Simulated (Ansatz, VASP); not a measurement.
YN: VASP beside Ansatz

```xyz
2
Lattice="0.0000 2.4041 2.4041 2.4041 0.0000 2.4041 2.4041 2.4041 0.0000" Properties=species:S:1:pos:R:3 pbc="T T T"
Y     0.0000    0.0000    0.0000
N     2.4041    2.4041    2.4041
```

Change from the starting cell: strained cell.

Alike in both runs: functional PBEsol; k mesh 10 × 10 × 10; occupations gaussian, width 0.01 eV; no spin polarisation.

Ansatz relaxed the structure, and its values are those at the end. VASP's run is a single point on that final structure, the one shown.

```csv
,VASP,Ansatz
version,VASP 6.6.1,Ansatz 0.2.0
potentials or method,"VASP PAW PBE potentials, release 64 (Y_sv, N), cutoff 600 eV","scalar-relativistic, plane waves, PAW"
valence electrons in the cell,16,16
```

```tsv
	VASP	Ansatz	Ansatz less VASP
gap on the k mesh at the Fermi level (eV)	0.01	0.01	0.000
least direct gap on the mesh (eV)	0.36	0.36	+0.001
pressure (GPa)	5.2	5.5	+0.26
```

VASP's potentials were made for PBE, not for PBEsol, and Ansatz warns of the same on its side. The functional is the same, so the differences come from potentials, cutoffs and numerics. Ansatz's warnings: stress scf threshold loose.
